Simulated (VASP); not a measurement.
# NaCl (v.bA) (Fm-3m) in VASP: notebook

The runs below take NaCl (v.bA) through single point, with PBE.

Program: VASP 6.6.1. These are calculated values, not measurements. Logs are shortened: lines on timing, memory, paths and dates and some standing lists are left out, and cuts for length are marked.

## Step 1: The cell of the first run

It takes space group Fm-3m (No. 225, cubic). Conventional cell: a = 5.696 Å, b = 5.696 Å, c = 5.696 Å, α = 90.00°, β = 90.00°, γ = 90.00°. Within 3.8 Å of Na (site symmetry m-3m) lie 6 Cl at 2.85 Å. Cl (site symmetry m-3m) has 6 Na at 2.85 Å within 3.8 Å.

## Step 2: Single point, PBE

File INCAR:

```
  ALGO = Normal
  EDIFF = 1E-6
  ENCUT = 500
  GGA = PE
  GGA_COMPAT = F
  ISIF = 2
  ISMEAR = 0
  LASPH = T
  LCHARG = F
  LREAL = F
  LWAVE = F
  NBANDS = 14
  NELM = 120
  PREC = Accurate
  SIGMA = 0.02
```

File KPOINTS:

```
k-points
0
Gamma
  8 8 8
```

File POSCAR:

```
NaCl
1.0
    0.0000000000      2.8479700440      2.8479700440
    2.8479700440      0.0000000000      2.8479700440
    2.8479700440      2.8479700440      0.0000000000
Na Cl
1 1
Direct
    0.0000000000      0.0000000000      0.0000000000
    0.5000000000      0.5000000000      0.5000000000
```

Potentials or basis: VASP PAW PBE potentials, release 64 (Na_pv, Cl).

Launch:

```sh
cat potpaw_PBE.64/Na_pv/POTCAR potpaw_PBE.64/Cl/POTCAR > POTCAR
mpirun -np 1 vasp_std > vasp.out
```

OUTCAR:

```text
EDIFF = 1E-6
   ENCUT = 500
   GGA = PE
   ISIF = 2
   ISMEAR = 0
   LASPH = T
   LREAL = F
   NELM = 120
   PREC = Accurate

 ion  position               nearest neighbor table
   1  0.000  0.000  0.000-
   2  0.500  0.500  0.500-

  LATTYP: Found a face centered cubic cell.
 ALAT       =     5.6959400880

  Lattice vectors:

 A1 = (   0.0000000000,   2.8479700440,   2.8479700440)
 A2 = (   2.8479700440,   0.0000000000,   2.8479700440)
 A3 = (   2.8479700440,   2.8479700440,   0.0000000000)

Analysis of symmetry for initial positions (statically):
=====================================================================
 Subroutine PRICEL returns:
 Original cell was already a primitive cell.

 Routine SETGRP: Setting up the symmetry group for a
 face centered cubic supercell.

 Subroutine GETGRP returns: Found 48 space group operations
 (whereof 48 operations were pure point group operations)
 out of a pool of 48 trial point group operations.

The static configuration has the point symmetry O_h .

Analysis of symmetry for dynamics (positions and initial velocities):
=====================================================================
 Subroutine PRICEL returns:
 Original cell was already a primitive cell.

 Routine SETGRP: Setting up the symmetry group for a
 face centered cubic supercell.

 Subroutine GETGRP returns: Found 48 space group operations
 (whereof 48 operations were pure point group operations)
 out of a pool of 48 trial point group operations.

The dynamic configuration has the point symmetry O_h .

 Subroutine INISYM returns: Found 48 space group operations
 (whereof 48 operations are pure point group operations),
 and found     1 'primitive' translations

----------------------------------------------------------------------------------------

                                     Primitive cell

  volume of cell :      46.1994

  direct lattice vectors                    reciprocal lattice vectors
     0.000000000  2.847970044  2.847970044    -0.175563644  0.175563644  0.175563644
     2.847970044  0.000000000  2.847970044     0.175563644 -0.175563644  0.175563644
     2.847970044  2.847970044  0.000000000     0.175563644  0.175563644 -0.175563644

  length of vectors
     4.027637861  4.027637861  4.027637861     0.304085152  0.304085152  0.304085152

  position of ions in fractional coordinates (direct lattice)
     0.000000000  0.000000000  0.000000000
[... 87 lines left out ...]
   TEBEG  =    0.0;   TEEND  =   0.0 temperature during run
   PSTRESS=    0.0 pullay stress
   NELECT =      14.0000    total number of electrons
   NUPDOWN=      -1.0000    fix difference up-down
   EMIN   =  10.00;   EMAX   =-10.00  energy-range for DOS
   EFERMI =   0.00;   METHOD = LEGACY
   ISMEAR =     0;   SIGMA  =   0.02  broadening in eV -4-tet -1-fermi 0-gaus
   EFERMI_NEDOS =   21; number of points for ismear=-14 and -15
   IALGO  =     38    algorithm
   IMIX   =      4    mixing-type and parameters
     AMIX     =   0.40;   BMIX     =  1.00
     AMIX_MAG =   1.60;   BMIX_MAG =  1.00
  volume/ion in A,a.u.               =      23.10       155.88
  Fermi-wavevector in a.u.,A,eV,Ry     =   1.099610  2.077962 16.451384  1.209143
  Thomas-Fermi vector in A             =   2.236008
   LORBIT       =      0    0 simple, 1 ext, 2 COOP (PROOUT), +10 PAW based schemes
   GGA     = PE    functional components
   LHFCALC =     F    Hartree Fock is set to
   AEXX    =    0.0000 exact exchange contribution
   IVDW    =     0    specifies the selected vdW correction
   LEPSILON=     F    determine dielectric tensor
   LRPA    =     F    only Hartree local field effects (RPA)
 non-spin polarized calculation
 Gauss-broadening in eV      SIGMA  =   0.02
  energy-cutoff  :      500.00
  volume of cell :       46.20
 maximum number of plane-waves:      1211
 NGX is ok and might be reduce to    30
   NGX = 15   NGY = 15   NGZ = 15

 number of electron      13.9999992 magnetization

 Free energy of the ion-electron system (eV)
  ---------------------------------------------------
  ext. energy  EPLUGINS =         0.00000000
  ---------------------------------------------------
  free energy    TOTEN  =        -6.77771577 eV

  energy without entropy =       -6.77771577  energy(sigma->0) =       -6.77771577

 E-fermi :  -0.7060     XC(G=0):  -8.0406

 val. band max:       -0.8991136828   @ k =   0.0000   0.0000   0.0000
 cond. band min:       4.0957221781   @ k =   0.0000   0.0000   0.0000
 fundamental gap:      4.9948358609
 Fermi energy:        -0.7060197277

 k-point     1 :       0.0000    0.0000    0.0000
  band No.  band energies     occupation
      1     -21.7768      2.00000
      2     -21.7768      2.00000
      3     -21.7768      2.00000
      4     -13.4933      2.00000
      5      -0.8991      2.00000
      6      -0.8991      2.00000
      7      -0.8991      2.00000
      8       4.0957      0.00000
      9      10.1890      0.00000
     10      10.1890      0.00000
     11      10.1890      0.00000
     12      12.3117      0.00000
     13      12.3117      0.00000
     14      13.8691      0.00000
[... 377 lines left out ...]
      1     -21.7972      2.00000
      2     -21.7839      2.00000
      3     -21.7806      2.00000
      4     -13.1555      2.00000
      5      -2.4722      2.00000
      6      -1.6211      2.00000
      7      -1.2876      2.00000
      8       7.3540      0.00000
      9       8.5075      0.00000
     10       9.2462      0.00000
     11      10.7227      0.00000
     12      13.2972      0.00000
     13      14.5180      0.00000
     14      15.5701      0.00000

 [... further k-points ...]

------------------------ aborting loop because EDIFF is reached ----------------------------------------

  FORCE on cell =-STRESS in cart. coord.  units (eV):
  Direction    XX          YY          ZZ          XY          YZ          ZX
  --------------------------------------------------------------------------------------
  -------------------------------------------------------------------------------------
  Total       -0.0146623     -0.0146623     -0.0146623     -0.0000000      0.0000000     -0.0000000
  in kB       -0.5084819     -0.5084819     -0.5084819     -0.0000000      0.0000000     -0.0000000
  external PRESSURE =      -0.5084819 kB  Pullay stress =       0.0000000 kB

 VOLUME and BASIS-vectors are now :
 -----------------------------------------------------------------------------
  energy-cutoff  :      500.00
  volume of cell :       46.20
      direct lattice vectors                 reciprocal lattice vectors
     0.000000000  2.847970044  2.847970044    -0.175563644  0.175563644  0.175563644
     2.847970044  0.000000000  2.847970044     0.175563644 -0.175563644  0.175563644
     2.847970044  2.847970044  0.000000000     0.175563644  0.175563644 -0.175563644

 POSITION                                       TOTAL-FORCE (eV/Angst)
 -----------------------------------------------------------------------------------
      0.00000      0.00000      0.00000         0.000000      0.000000      0.000000
      2.84797      2.84797      2.84797         0.000000      0.000000      0.000000
 -----------------------------------------------------------------------------------
    total drift:                               -0.000000      0.000000      0.000000

  FREE ENERGIE OF THE ION-ELECTRON SYSTEM (eV)
  ---------------------------------------------------
  free  energy   TOTEN  =        -6.7777157734 eV

  energy  without entropy=       -6.7777157734  energy(sigma->0) =       -6.77771577
```

OSZICAR:

```text
N       E                     dE             d eps       ncg     rms          rms(c)
DAV:   1     0.954200515285E+02    0.95420E+02   -0.69611E+03   826   0.951E+02
DAV:   2     0.791922193314E+00   -0.94628E+02   -0.87069E+02   890   0.253E+02
DAV:   3    -0.685791712970E+01   -0.76498E+01   -0.76065E+01  1028   0.693E+01
DAV:   4    -0.697914866425E+01   -0.12123E+00   -0.12118E+00   998   0.945E+00
DAV:   5    -0.698193798481E+01   -0.27893E-02   -0.27892E-02  1006   0.145E+00    0.214E+00
DAV:   6    -0.678351579802E+01    0.19842E+00   -0.33482E-01  1004   0.328E+00    0.159E+00
DAV:   7    -0.677177350026E+01    0.11742E-01   -0.81946E-02  1084   0.161E+00    0.109E+00
DAV:   8    -0.677770375630E+01   -0.59303E-02   -0.10381E-02   890   0.857E-01    0.295E-01
DAV:   9    -0.677759443966E+01    0.10932E-03   -0.21451E-04  1034   0.111E-01    0.170E-01
DAV:  10    -0.677772845463E+01   -0.13401E-03   -0.37068E-04   902   0.141E-01    0.736E-02
DAV:  11    -0.677771601555E+01    0.12439E-04   -0.20745E-05  1058   0.397E-02    0.192E-02
DAV:  12    -0.677771577340E+01    0.24216E-06   -0.30139E-06   962   0.148E-02
   1 F= -.67777158E+01 E0= -.67777158E+01  d E =-.217863E-44
```

stdout:

```text
POSCAR found type information on POSCAR NaCl
 POSCAR found :  2 types and       2 ions
 scaLAPACK will be used
 LDA part: xc-table for (Slater+PW92), standard interpolation
 POSCAR, INCAR and KPOINTS ok, starting setup
 FFT: planning ... GRIDC
 FFT: planning ... GRID_SOFT
 FFT: planning ... GRID
 WAVECAR not read
 entering main loop
```

It took 30 s on 1 thread of Intel Xeon 8259CL, shared host; peak memory 0.16 GiB.

Results:

* Free energy: -6.7777 eV
* Pressure: -0.1 GPa
* Band gap on the k mesh: 4.99 eV, direct

A k mesh can miss the band edges. A hybrid or GW would open this gap; PBE tends to underestimate it.

## Step 3: Single point, PBE

File INCAR:

```
SYSTEM = NaCl
  ALGO = Normal
  EDIFF = 1E-6
  ENCUT = 500
  GGA = PE
  GGA_COMPAT = .FALSE.
  ISIF = 2
  ISMEAR = 0
  LASPH = .TRUE.
  LCHARG = .FALSE.
  LREAL = .FALSE.
  LWAVE = .FALSE.
  NBANDS = 14
  NELM = 120
  PREC = Accurate
  SIGMA = 0.02
```

File KPOINTS:

```
k-points
0
G
  8 8 8
  0 0 0
```

POSCAR is that of step 2.

Potentials or basis: VASP PAW PBE potentials, release 64 (Na_pv, Cl).

Launch:

```sh
cat potpaw_PBE.64/Na_pv/POTCAR potpaw_PBE.64/Cl/POTCAR > POTCAR
mpirun -np 1 vasp_std > vasp.out
```

Run time: 36 s. Hardware: 1 thread of Intel Xeon 8259CL, shared host; peak memory 0.16 GiB.

Results (log left out):

| Quantity | Value |
| --- | --- |
| Free energy | -6.7777 eV |
| Pressure | -0.1 GPa |
| Band gap on the k mesh | 4.99 eV, direct |

Levels at points of the mesh, in eV from the valence-band top:
| k point | band 3 | band 4 | band 5 | band 6 | band 7 | band 8 | band 9 | band 10 | band 11 | band 12 |
| --- | --- | --- | --- | --- | --- | --- | --- | --- | --- | --- |
| (0.00, 0.00, 0.00) | -20.88 | -12.59 | 0.00 | 0.00 | 0.00 | 4.99 | 11.09 | 11.09 | 11.09 | 13.21 |
| (0.50, 0.00, 0.00) | -20.88 | -12.29 | -1.84 | -0.25 | -0.25 | 7.22 | 10.38 | 10.90 | 10.90 | 14.79 |
| (0.50, 0.50, 0.00) | -20.88 | -12.24 | -1.58 | -0.57 | -0.57 | 7.45 | 8.10 | 11.11 | 14.51 | 14.51 |

A k mesh can miss the band edges. Expect the measured gap to be larger: semilocal functionals such as PBE lack the derivative discontinuity.
